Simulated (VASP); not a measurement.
# Pb3Cl (Pm-3m) in VASP: a series of runs

The runs below take Pb3Cl through single point, relaxation of cell and atoms, with PBE.

Program: VASP 6.6.1. These are calculated values, not measurements. Logs are shortened: lines on timing, memory, paths and dates and some standing lists are left out, and cuts for length are marked.

**1. The cell of the first run**

Symmetry: Pm-3m, No. 221, cubic system. Conventional cell: a = 4.953 Å, b = 4.953 Å, c = 4.953 Å, α = 90.00°, β = 90.00°, γ = 90.00°. Pb (site symmetry 4/mmm) has 8 Pb at 3.50 Å and 4 Cl at 3.50 Å within 4.6 Å. Cl (site symmetry m-3m) has 12 Pb at 3.50 Å within 4.6 Å.

**2. Single point, PBE**

INCAR

```
SYSTEM = Pb3Cl
PREC     = Accurate       ! precision mode
ENCUT    = 520            ! plane-wave cutoff, eV
EDIFF    = 1E-7           ! SCF threshold, eV
ISMEAR   = 0              ! smearing method
SIGMA    = 0.1            ! smearing width, eV
LREAL    = .False.        ! projectors in reciprocal space
LASPH    = .True.         ! aspherical terms in the spheres
NELM     = 100            ! most SCF steps
ALGO     = Normal         ! electronic algorithm
ISIF     = 2              ! what is computed and relaxed
LWAVE    = .False.        ! write WAVECAR
LCHARG   = .True.         ! write CHGCAR
GGA      = PE             ! functional
LELF     = .True.         ! ELF
LVHAR    = .True.       
NBANDS   = 32             ! bands
```

KPOINTS

```
regular mesh
0
Gamma
  10 10 10
  0 0 0
```

POSCAR

```
Pb3Cl
1.0
    4.9533350832      0.0000000000      0.0000000000
    0.0000000000      4.9533350832      0.0000000000
    0.0000000000      0.0000000000      4.9533350832
Pb Cl
3 1
Direct
    0.0000000000      0.5000000000      0.5000000000
    0.5000000000      0.0000000000      0.5000000000
    0.5000000000      0.5000000000      0.0000000000
    0.0000000000      0.0000000000      0.0000000000
```

Potentials or basis: VASP PAW PBE potentials, release 64 (Pb_d, Cl).

On the command line:

```sh
> cat potpaw_PBE.64/Pb_d/POTCAR potpaw_PBE.64/Cl/POTCAR > POTCAR
> mpirun -np 1 vasp_std > vasp.out
```

OUTCAR:

```text
SYSTEM = Pb3Cl
   PREC = Accurate
   ENCUT = 520
   EDIFF = 1E-7
   ISMEAR = 0
   LREAL = .False.
   LASPH = .True.
   NELM = 100
   ISIF = 2
   GGA = PE

 ion  position               nearest neighbor table
   1  0.000  0.500  0.500-   2 3.50   3 3.50   3 3.50   2 3.50   2 3.50   3 3.50   3 3.50   2 3.50

   2  0.500  0.000  0.500-   1 3.50   3 3.50   3 3.50   1 3.50   3 3.50   3 3.50   1 3.50   1 3.50

   3  0.500  0.500  0.000-   1 3.50   2 3.50   1 3.50   2 3.50   2 3.50   2 3.50   1 3.50   1 3.50

   4  0.000  0.000  0.000-

  LATTYP: Found a simple cubic cell.
 ALAT       =     4.9533350832

  Lattice vectors:

 A1 = (   4.9533350832,   0.0000000000,   0.0000000000)
 A2 = (   0.0000000000,   4.9533350832,   0.0000000000)
 A3 = (   0.0000000000,   0.0000000000,   4.9533350832)

Analysis of symmetry for initial positions (statically):
=====================================================================
 Subroutine PRICEL returns:
 Original cell was already a primitive cell.

 Routine SETGRP: Setting up the symmetry group for a
 simple cubic supercell.

 Subroutine GETGRP returns: Found 48 space group operations
 (whereof 48 operations were pure point group operations)
 out of a pool of 48 trial point group operations.

The static configuration has the point symmetry O_h .

Analysis of symmetry for dynamics (positions and initial velocities):
=====================================================================
 Subroutine PRICEL returns:
 Original cell was already a primitive cell.

 Routine SETGRP: Setting up the symmetry group for a
 simple cubic supercell.

 Subroutine GETGRP returns: Found 48 space group operations
 (whereof 48 operations were pure point group operations)
 out of a pool of 48 trial point group operations.

The dynamic configuration has the point symmetry O_h .

 Subroutine INISYM returns: Found 48 space group operations
 (whereof 48 operations are pure point group operations),
 and found     1 'primitive' translations

----------------------------------------------------------------------------------------

                                     Primitive cell

  volume of cell :     121.5327

  direct lattice vectors                    reciprocal lattice vectors
     4.953335083  0.000000000  0.000000000     0.201884182  0.000000000  0.000000000
     0.000000000  4.953335083  0.000000000     0.000000000  0.201884182  0.000000000
     0.000000000  0.000000000  4.953335083     0.000000000  0.000000000  0.201884182

  length of vectors
     4.953335083  4.953335083  4.953335083     0.201884182  0.201884182  0.201884182

  position of ions in fractional coordinates (direct lattice)
     0.000000000  0.500000000  0.500000000
     0.500000000  0.000000000  0.500000000
     0.500000000  0.500000000  0.000000000
     0.000000000  0.000000000  0.000000000

  ion indices of the primitive-cell ions
   primitive index   ion index
                 1           1
                 2           2
                 3           3
                 4           4

----------------------------------------------------------------------------------------

 KPOINTS: regular mesh

Automatic generation of k-mesh.
 Grid dimensions read from file:
 generate k-points for:   10   10   10

 Generating k-lattice:

  Cartesian coordinates                     Fractional coordinates (reciprocal lattice)
     0.020188418  0.000000000  0.000000000     0.100000000  0.000000000  0.000000000
     0.000000000  0.020188418  0.000000000     0.000000000  0.100000000  0.000000000
     0.000000000  0.000000000  0.020188418     0.000000000  0.000000000  0.100000000

  Length of vectors
     0.020188418  0.020188418  0.020188418

  Shift w.r.t. Gamma in fractional coordinates (k-lattice)
     0.000000000  0.000000000  0.000000000

 Subroutine IBZKPT returns following result:
 ===========================================

 Found     56 irreducible k-points:

 Following reciprocal coordinates:
            Coordinates               Weight
  0.000000  0.000000  0.000000      1.000000
  0.100000  0.000000  0.000000      6.000000
  0.200000  0.000000  0.000000      6.000000
  0.300000  0.000000  0.000000      6.000000
  0.400000  0.000000  0.000000      6.000000
  0.500000  0.000000  0.000000      3.000000
[... 16 lines left out ...]
  0.200000  0.100000  0.100000     24.000000
  0.300000  0.100000  0.100000     24.000000
 [... further k-points ...]
   k-points           NKPTS =     56   k-points in BZ     NKDIM =     56   number of bands    NBANDS=     32
   number of dos      NEDOS =    301   number of ions     NIONS =      4
   total plane-waves  NPLWV =  64000
   dimension x,y,z NGX =    40 NGY =   40 NGZ =   40
   dimension x,y,z NGXF=    80 NGYF=   80 NGZF=   80
   ions per type =               3   1
   NGX,Y,Z   is equivalent  to a cutoff of  13.42, 13.42, 13.42 a.u.
   NGXF,Y,Z  is equivalent  to a cutoff of  26.85, 26.85, 26.85 a.u.
 SYSTEM =  Pb3Cl
   PREC   = accura    normal or accurate (medium, high low for compatibility)
   ISTART =      0    job   : 0-new  1-cont  2-samecut
   ICHARG =      2    charge: 1-file 2-atom 10-const
   ISPIN  =      1    spin polarized calculation?
   LNONCOLLINEAR =      F non collinear calculations
   LSORBIT =      F    spin-orbit coupling
   LASPH  =      T    aspherical Exc in radial PAW
   ENCUT  =  520.0 eV  38.22 Ry    6.18 a.u.   9.21  9.21  9.21*2*pi/ulx,y,z
   NELM   =    100;   NELMIN=  2; NELMDL= -5     # of ELM steps
   EDIFF  = 0.1E-06   stopping-criterion for ELM
   LREAL  =      F    real-space projection
   EDIFFG = 0.1E-05   stopping-criterion for IOM
   NSW    =      0    number of steps for IOM
   IBRION =     -1    ionic relax: 0-MD 1-quasi-New 2-CG
   NFREE  =      0    steps in history (QN), initial steepest desc. (CG)
   ISIF   =      2    stress and relaxation
   ISYM   =      2    0-nonsym 1-usesym 2-fastsym
   POTIM  = 0.5000    time-step for ionic-motion
   TEBEG  =    0.0;   TEEND  =   0.0 temperature during run
   PSTRESS=    0.0 pullay stress
   NELECT =      49.0000    total number of electrons
   NUPDOWN=      -1.0000    fix difference up-down
   EMIN   =  10.00;   EMAX   =-10.00  energy-range for DOS
   EFERMI =   0.00;   METHOD = LEGACY
   ISMEAR =     0;   SIGMA  =   0.10  broadening in eV -4-tet -1-fermi 0-gaus
   EFERMI_NEDOS =   21; number of points for ismear=-14 and -15
   IALGO  =     38    algorithm
   IMIX   =      4    mixing-type and parameters
     AMIX     =   0.40;   BMIX     =  1.00
     AMIX_MAG =   1.60;   BMIX_MAG =  1.00
  volume/ion in A,a.u.               =      30.38       205.04
  Fermi-wavevector in a.u.,A,eV,Ry     =   1.209416  2.285465 19.901075  1.462688
  Thomas-Fermi vector in A             =   2.344994
   LORBIT       =      0    0 simple, 1 ext, 2 COOP (PROOUT), +10 PAW based schemes
   GGA     = PE    functional components
   LHFCALC =     F    Hartree Fock is set to
   AEXX    =    0.0000 exact exchange contribution
   IVDW    =     0    specifies the selected vdW correction
   LEPSILON=     F    determine dielectric tensor
   LRPA    =     F    only Hartree local field effects (RPA)
 non-spin polarized calculation
 Gauss-broadening in eV      SIGMA  =   0.10
  energy-cutoff  :      520.00
  volume of cell :      121.53
 maximum number of plane-waves:      3328
 NGX is ok and might be reduce to    40
   NGX = 19   NGY = 19   NGZ = 19

 number of electron      48.9999989 magnetization

 Free energy of the ion-electron system (eV)
  ---------------------------------------------------
  ext. energy  EPLUGINS =         0.00000000
  ---------------------------------------------------
  free energy    TOTEN  =       -12.82935417 eV

  energy without entropy =      -12.80643347  energy(sigma->0) =      -12.81789382

 E-fermi :   5.9768     XC(G=0):  -9.6310

 val. band max:        5.9614041459   @ k =   0.4000   0.4000   0.3000
 cond. band min:       5.9899291537   @ k =   0.5000   0.3000   0.2000
 fundamental gap:      0.0285250078
 Fermi energy:         5.9768130386

 k-point     1 :       0.0000    0.0000    0.0000
  band No.  band energies     occupation
      1     -11.4096      2.00000
      2     -11.4096      2.00000
      3     -11.4096      2.00000
      4     -11.3575      2.00000
      5     -11.3512      2.00000
      6     -11.3512      2.00000
[... 24 lines left out ...]
     31      11.5131      0.00000
     32      11.5389      0.00000

 k-point     2 :       0.1000    0.0000    0.0000
  band No.  band energies     occupation
      1     -11.4080      2.00000
      2     -11.4013      2.00000
      3     -11.4013      2.00000
      4     -11.3513      2.00000
      5     -11.3500      2.00000
      6     -11.3461      2.00000
[... 24 lines left out ...]
     31      11.2848      0.00000
     32      11.2848      0.00000

 k-point     3 :       0.2000    0.0000    0.0000
  band No.  band energies     occupation
      1     -11.4037      2.00000
      2     -11.3770      2.00000
      3     -11.3770      2.00000
      4     -11.3484      2.00000
      5     -11.3320      2.00000
      6     -11.3314      2.00000
[... 24 lines left out ...]
     31      10.8681      0.00000
     32      11.1139      0.00000

 k-point     4 :       0.3000    0.0000    0.0000
  band No.  band energies     occupation
      1     -11.3981      2.00000
      2     -11.3458      2.00000
      3     -11.3400      2.00000
      4     -11.3400      2.00000
      5     -11.3098      2.00000
      6     -11.3041      2.00000
[... 654 lines left out ...]
     31      11.2773      0.00000
     32      11.2773      0.00000

 k-point    23 :       0.2000    0.1000    0.1000
  band No.  band energies     occupation
      1     -11.3913      2.00000
      2     -11.3750      2.00000
      3     -11.3732      2.00000
      4     -11.3362      2.00000
      5     -11.3220      2.00000
      6     -11.3180      2.00000
[... 24 lines left out ...]
     31      10.9734      0.00000
     32      11.3528      0.00000

 k-point    24 :       0.3000    0.1000    0.1000
  band No.  band energies     occupation
      1     -11.3848      2.00000
      2     -11.3536      2.00000
      3     -11.3459      2.00000
      4     -11.3246      2.00000
      5     -11.2948      2.00000
      6     -11.2898      2.00000
[... 24 lines left out ...]
     31      10.5526      0.00000
     32      12.0687      0.00000

 [... further k-points ...]

------------------------ aborting loop because EDIFF is reached ----------------------------------------

  FORCE on cell =-STRESS in cart. coord.  units (eV):
  Direction    XX          YY          ZZ          XY          YZ          ZX
  --------------------------------------------------------------------------------------
  -------------------------------------------------------------------------------------
  Total       -0.0783103     -0.0783103     -0.0783103     -0.0000000     -0.0000000      0.0000000
  in kB       -1.0323725     -1.0323725     -1.0323725     -0.0000000     -0.0000000      0.0000000
  external PRESSURE =      -1.0323725 kB  Pullay stress =       0.0000000 kB

 VOLUME and BASIS-vectors are now :
 -----------------------------------------------------------------------------
  energy-cutoff  :      520.00
  volume of cell :      121.53
      direct lattice vectors                 reciprocal lattice vectors
     4.953335083  0.000000000  0.000000000     0.201884182  0.000000000  0.000000000
     0.000000000  4.953335083  0.000000000     0.000000000  0.201884182  0.000000000
     0.000000000  0.000000000  4.953335083     0.000000000  0.000000000  0.201884182

 POSITION                                       TOTAL-FORCE (eV/Angst)
 -----------------------------------------------------------------------------------
      0.00000      2.47667      2.47667         0.000000      0.000000      0.000000
      2.47667      0.00000      2.47667         0.000000      0.000000      0.000000
      2.47667      2.47667      0.00000         0.000000      0.000000      0.000000
      0.00000      0.00000      0.00000         0.000000      0.000000      0.000000
 -----------------------------------------------------------------------------------
    total drift:                               -0.000000     -0.000000     -0.000000

  FREE ENERGIE OF THE ION-ELECTRON SYSTEM (eV)
  ---------------------------------------------------
  free  energy   TOTEN  =       -12.8293541709 eV

  energy  without entropy=      -12.8064334662  energy(sigma->0) =      -12.81789382
```

Run time: 85 s. Hardware: 1 thread of Intel Xeon 6975P-C (Granite Rapids), shared host; peak memory 0.35 GiB.

What came out:

```
Free energy            : -12.8294 eV
Pressure               : -0.1 GPa
Band gap on the k mesh : zero (an odd number of electrons rules out a gap without spin polarisation)
```

Levels at points of the mesh, in eV from the Fermi level:
| k point | band 22 | band 23 | band 24 | band 25 | band 26 | band 27 | band 28 | band 29 |
| --- | --- | --- | --- | --- | --- | --- | --- | --- |
| (0.00, 0.00, 0.00) | -4.41 | -1.08 | -1.08 | -1.08 | 2.39 | 2.39 | 2.39 | 4.38 |
| (0.50, 0.00, 0.00) | -3.31 | -1.29 | -1.29 | 0.51 | 1.05 | 1.19 | 1.52 | 1.52 |
| (0.50, 0.50, 0.00) | -3.59 | -2.29 | -1.10 | 0.51 | 0.59 | 0.59 | 1.96 | 1.96 |
| (0.50, 0.50, 0.50) | -4.98 | -4.16 | -0.13 | -0.13 | -0.13 | 5.52 | 5.52 | 5.93 |

Caveat: spin-orbit coupling is left out, which moves the levels of the heavy elements.

**3. Relaxation of cell and atoms, PBE**

This run uses another cell than the first one, of 28.94 Å³/atom.

INCAR

```
SYSTEM = Pb3Cl
PREC = Accurate ; ENCUT = 600
EDIFF = 1E-7 ; ISMEAR = 0
SIGMA = 0.1 ; LREAL = .False.
LASPH = .True. ; NELM = 80
ALGO = Normal ; ISIF = 3
LWAVE = .False. ; LCHARG = .False.
GGA = PE ; IBRION = 2
NSW = 100 ; EDIFFG = -0.01
```

KPOINTS

```
Automatic mesh
0
Gamma
  10 10 10
  0 0 0
```

POSCAR

```
Pb3Cl
1.0
    4.8736333883      0.0000000000      0.0000000000
    0.0000000000      4.8736333883      0.0000000000
    0.0000000000      0.0000000000      4.8736333883
Pb Cl
3 1
Direct
    0.0000000000      0.5000000000      0.5000000000
    0.5000000000      0.0000000000      0.5000000000
    0.5000000000      0.5000000000      0.0000000000
    0.0000000000      0.0000000000      0.0000000000
```

Potentials or basis: VASP PAW PBE potentials, release 64 (Pb_d, Cl).

On the command line:

```sh
> cat potpaw_PBE.64/Pb_d/POTCAR potpaw_PBE.64/Cl/POTCAR > POTCAR
> mpirun -np 1 vasp_std > vasp.out
```

Run time: 2.8 min. Hardware: 1 thread of Intel Xeon 6975P-C (Granite Rapids), shared host; peak memory 0.37 GiB.

It converged, with:

```yaml
Free_energy: -12.8286 eV
Relaxed_volume: 30.31 Å³/atom
Relaxed_cell: a = 4.949 Å, b = 4.949 Å, c = 4.949 Å, α = 90.00°, β = 90.00°, γ = 90.00°
Space_group_after_relaxing_to_0.1_Å: Pm-3m (No. 221)
Energy_gained_by_relaxing: 7.8 meV/atom
Ionic_steps: 3
Pressure_after_relaxing: 0.0 GPa
Band_gap_on_the_k_mesh: zero (an odd number of electrons rules out a gap without spin polarisation)
```

Step by step:
```
step  energy change (eV)  largest force (eV/Å)  pressure (GPa)  volume (Å³)
   1              0.0000                0.0000            1.86       115.76
   2             -0.0310                0.0000           -0.08       121.49
   3             -0.0311                0.0000            0.03       121.25
```

Final structure:
```yaml
crystal:
  lattice:
    - [4.94944, 0.00000, 0.00000]
    - [0.00000, 4.94944, 0.00000]
    - [0.00000, 0.00000, 4.94944]
  atoms:
    - { symbol: Pb, position: [0.00000, 0.50000, 0.50000] }
    - { symbol: Pb, position: [0.50000, 0.00000, 0.50000] }
    - { symbol: Pb, position: [0.50000, 0.50000, 0.00000] }
    - { symbol: Cl, position: [0.00000, 0.00000, 0.00000] }
```

Levels at points of the mesh, in eV from the Fermi level:
| k point | band 22 | band 23 | band 24 | band 25 | band 26 | band 27 | band 28 | band 29 |
| --- | --- | --- | --- | --- | --- | --- | --- | --- |
| (0.00, 0.00, 0.00) | -4.42 | -1.08 | -1.08 | -1.08 | 2.39 | 2.39 | 2.39 | 4.38 |
| (0.50, 0.00, 0.00) | -3.32 | -1.29 | -1.29 | 0.50 | 1.06 | 1.20 | 1.53 | 1.53 |
| (0.50, 0.50, 0.00) | -3.60 | -2.29 | -1.10 | 0.51 | 0.59 | 0.59 | 1.96 | 1.96 |
| (0.50, 0.50, 0.50) | -4.99 | -4.17 | -0.13 | -0.13 | -0.13 | 5.54 | 5.54 | 5.95 |

Caveat: spin-orbit coupling is left out, which moves the levels of the heavy elements.

The gap in the log of VASP goes by the Fermi energy; the results here count the filled bands.